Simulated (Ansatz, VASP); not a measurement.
## WS2: VASP beside Ansatz

INCAR

```
  ALGO = Normal
  EDIFF = 1E-6
  ENCUT = 520
  GGA = PS
  ISIF = 2
  ISMEAR = 0
  LASPH = True
  LCHARG = False
  LREAL = False
  LWAVE = False
  NBANDS = 35
  NELM = 60
  PREC = Accurate
  SIGMA = 0.05
```

The input KPOINTS:

```
k-points
0
Gamma
  12 12 2
```

POSCAR

```
WS2
1.0
    3.1460650389      0.0000000000      0.0000000000
   -1.5730325194      2.7245722456      0.0000000000
    0.0000000000      0.0000000000     23.5709639087
W S
2 4
Direct
    0.3333333333      0.6666666667      0.6345659624
    0.6666666667      0.3333333333      0.3654340376
    0.3333333333      0.6666666667      0.2989660749
    0.6666666667      0.3333333333      0.5680485953
    0.3333333333      0.6666666667      0.4319514047
    0.6666666667      0.3333333333      0.7010339251
```

Input for Ansatz:

```yaml
crystal:
  lattice:
    - [3.1460650389, 0.0, 0.0]
    - [-1.5730325194, 2.7245722456, 0.0]
    - [0.0, 0.0, 23.5709639087]
  atoms:
    - { symbol: W, position: [0.3333333333, 0.6666666667, 0.6345659624] }
    - { symbol: W, position: [0.6666666667, 0.3333333333, 0.3654340376] }
    - { symbol: S, position: [0.3333333333, 0.6666666667, 0.2989660749] }
    - { symbol: S, position: [0.6666666667, 0.3333333333, 0.5680485953] }
    - { symbol: S, position: [0.3333333333, 0.6666666667, 0.4319514047] }
    - { symbol: S, position: [0.6666666667, 0.3333333333, 0.7010339251] }
basis:
  ecutwfc: 420
kpoints:
  mp_grid: { grid: [12, 12, 2] }
hamiltonian:
  xc: pbesol
  pseudopotentials: { kind: paw, azcp: { folder: soft_1 } }
scf:
  occupations: { method: gaussian, width: 0.05 }
output:
  forces: true
  stress: true
  eigenvalues: true
```

Alike in both runs: task single point; functional PBEsol; k mesh 12 × 12 × 2; occupations gaussian, width 0.05 eV; no spin polarisation.

|  | VASP | Ansatz |
| --- | --- | --- |
| version | VASP 6.6.1 | Ansatz 0.2.0 |
| potentials or method | VASP PAW PBE potentials, release 64 (W_sv, S), cutoff 520 eV | scalar-relativistic, plane waves, PAW |
| valence electrons in the cell | 52 | 52 |

```csv
,VASP,Ansatz,Ansatz less VASP
gap on the k mesh at the Fermi level (eV),1.54,1.53,-0.012
least direct gap on the mesh (eV),1.91,1.90,-0.003
rms of the force components (eV/Å),0.009,0.001,-0.0084
```

VASP's potentials were made for PBE, not for PBEsol, and Ansatz warns of the same on its side. Atom by atom the forces differ by 0.009 eV/Å (rms over components). With one functional, cell and mesh, what is left measures potentials, basis and numerics.

Spin-orbit coupling is off throughout.
